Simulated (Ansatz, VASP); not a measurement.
**Nb: VASP beside Ansatz**

```
Nb
1.0
     4.59469    0.00000    0.00000
    -2.29734    3.97912    0.00000
     0.00000    0.00000   19.75150
Nb
5
Direct
  0.83333 0.16667 0.41703
  0.16667 0.83333 0.45657
  0.50000 0.50000 0.50000
  0.83333 0.16667 0.54343
  0.16667 0.83333 0.58297
```

Alike in both runs: functional LDA; k mesh 8 × 8 × 1; occupations fermi-dirac, width 0.1 eV; no spin polarisation.

Ansatz relaxed the structure, and its values are those at the end. VASP's run is a single point on that final structure, the one shown.

|  | VASP | Ansatz |
| --- | --- | --- |
| version | VASP 6.6.1 | Ansatz 0.2.0 |
| potentials or method | VASP PAW LDA potentials, release 64 (Nb_sv) | PAW with Ansatz's default frozen-core files, scalar-relativistic |
| plane-wave cutoff (eV) | 520 | 420 |
| valence electrons in the cell | 65 | 65 |

Ansatz gave:

- rms of the force components (eV/Å): 0.000

Problem. What did VASP give for the same quantities?

Solution. rms of the force components (eV/Å): 0.006.

LDA's correlation is that of Perdew and Zunger in VASP and of Perdew and Wang (1992) in Ansatz. Ansatz's warnings: stress scf threshold loose.
